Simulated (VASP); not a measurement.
CsI: electric field gradients with r2SCAN

Crystal: CsI.

```xyz
2
Lattice="4.6652 0.0000 0.0000 0.0000 4.6652 0.0000 0.0000 0.0000 4.6652" Properties=species:S:1:pos:R:3 pbc="T T T"
Cs    0.0000    0.0000    0.0000
I     2.3326    2.3326    2.3326
```

| Property | Result |
| --- | --- |
| Program | VASP 6.6.1 |
| Task | electric field gradients |
| Functional | r2SCAN |
| Potentials or basis | VASP PAW PBE potentials, release 64 (Cs_sv, I) |
| Cutoff | 440 eV |
| k mesh | 7 × 7 × 7 |
| Occupations | fermi-dirac, width 0.02 eV |
| Spin | no spin polarisation |
| Dipole correction | no |
| Further INCAR settings | ALGO = Normal; EDIFF = 1e-08; NBANDS = 15 |

```yaml
Pressure: -0.4 GPa
Band_gap_on_the_k_mesh: 4.39 eV, indirect (least direct gap 4.47 eV)
```

Levels at points of the mesh, in eV from the valence-band top:
```
           k point  band 4  band 5  band 6  band 7  band 8  band 9  band 10  band 11  band 12  band 13
(0.00, 0.00, 0.00)   -7.36   -7.36   -0.08   -0.08   -0.08    4.39     4.72     4.72     8.29     8.29
```

It took 30 s on 1 thread of Intel(R) Xeon(R) 6975P-C (Granite Rapids) (shared host), peak memory 0.19 GiB.

Caveat: without QUAD_EFG the Cq values of the log hold for a quadrupole moment of 1 mb, not for the nuclei; the PAW data sets were made with another functional, which shifts forces and pressure a little; spin-orbit coupling is left out, which moves the levels of the heavy elements. r2SCAN opens gaps a little over a GGA but as a rule still falls short of measured ones.
